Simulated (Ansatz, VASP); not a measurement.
# CdSe in VASP and in Ansatz

The input INCAR:

```
SYSTEM = CdSe
  ALGO = Normal
  EDIFF = 1E-7
  ENCUT = 520
  GGA = PE
  ISIF = 2
  ISMEAR = 0
  LASPH = .True.
  LCHARG = .False.
  LREAL = .False.
  LWAVE = .False.
  NBANDS = 16
  NELM = 60
  PREC = Accurate
  SIGMA = 0.02
```

File KPOINTS:

```
k-points
0
Gamma
  10 10 10
  0 0 0
```

POSCAR

```
CdSe
1.0
    0.0000000000      2.9691610747      2.9691610747
    2.9691610747      0.0000000000      2.9691610747
    2.9691610747      2.9691610747      0.0000000000
Cd Se
1 1
Direct
    0.0000000000      0.0000000000      0.0000000000
    0.2500000000      0.2500000000      0.2500000000
```

Input for Ansatz:

```yaml
crystal:
  lattice:
    - [0.0, 2.9691610747, 2.9691610747]
    - [2.9691610747, 0.0, 2.9691610747]
    - [2.9691610747, 2.9691610747, 0.0]
  atoms:
    - { symbol: Cd, position: [0.0, 0.0, 0.0] }
    - { symbol: Se, position: [0.25, 0.25, 0.25] }
basis:
  ecutwfc: 420
kpoints:
  mp_grid: { grid: [10, 10, 10] }
hamiltonian:
  xc: pbe
scf:
  occupations: { method: gaussian, width: 0.02 }
output:
  forces: true
  stress: true
  eigenvalues: true
```

Alike in both runs: task single point; functional PBE; k mesh 10 × 10 × 10; occupations gaussian, width 0.02 eV; no spin polarisation.

|  | VASP | Ansatz |
| --- | --- | --- |
| version | VASP 6.6.1 | Ansatz 0.2.0 |
| potentials or method | VASP PAW PBE potentials, release 64 (Cd, Se), cutoff 520 eV | scalar-relativistic, plane waves, PAW |
| valence electrons in the cell | 18 | 36 |

```csv
,VASP,Ansatz,Ansatz less VASP
gap on the k mesh at the Fermi level (eV),0.76,0.75,-0.004
least direct gap on the mesh (eV),0.76,0.75,-0.004
pressure (GPa),8.1,7.7,-0.44
```

VASP's potentials hold 18 valence electrons a cell and Ansatz's 36, so a difference there can come from the potentials and not from the codes.
